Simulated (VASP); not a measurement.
Input of a VASP 6.6.1 run:

The input INCAR:

```
SYSTEM = MgGe2
PREC     = Accurate       ! precision mode
ENCUT    = 520            ! plane-wave cutoff, eV
EDIFF    = 1E-6           ! SCF threshold, eV
ISMEAR   = 0              ! smearing method
SIGMA    = 0.025          ! smearing width, eV
LREAL    = .False.        ! projectors in reciprocal space
LASPH    = .True.         ! aspherical terms in the spheres
NELM     = 60             ! most SCF steps
ALGO     = Normal         ! electronic algorithm
ISIF     = 2              ! what is computed and relaxed
LWAVE    = .False.        ! write WAVECAR
LCHARG   = .False.        ! write CHGCAR
GGA      = PE             ! functional
NBANDS   = 39             ! bands
```

File KPOINTS:

```
Automatic mesh
0
Gamma
  6 6 3
  0 0 0
```

Contents of POSCAR:

```
MgGe2
1.0
    5.5214850000     -1.8498460000      0.0000000000
    5.5214850000      1.8498460000      0.0000000000
   -3.2176250000      0.0000000000      6.0077740000
Ge Mg
4 2
Direct
    0.5339380000      0.5297690000      0.2994270000
    0.4660810000      0.4781670000      0.7036410000
    0.8806310000      0.8771360000      0.9876320000
    0.1191580000      0.1231920000      0.0203880000
    0.8090910000      0.8170940000      0.3520260000
    0.1787370000      0.1841300000      0.6529260000
```

Potentials or basis: VASP PAW PBE potentials, release 64 (Ge_d, Mg).

Run with:

```bash
$ cat potpaw_PBE.64/Ge_d/POTCAR potpaw_PBE.64/Mg/POTCAR > POTCAR
$ mpirun -np 1 vasp_std > vasp.out
```

**Question.** What does it give for the largest force?

**Answer.** 0.268 eV/Å.

**Question.** Predict the pressure.

**Answer.** -0.8 GPa.

Forces on the atoms (eV/Å):
```
Ge  -0.112  0.026 -0.145
Ge  -0.037 -0.036  0.111
Ge   0.168  0.008  0.164
Ge  -0.179  0.022 -0.197
Mg   0.048 -0.003  0.055
Mg   0.113 -0.018  0.013
```
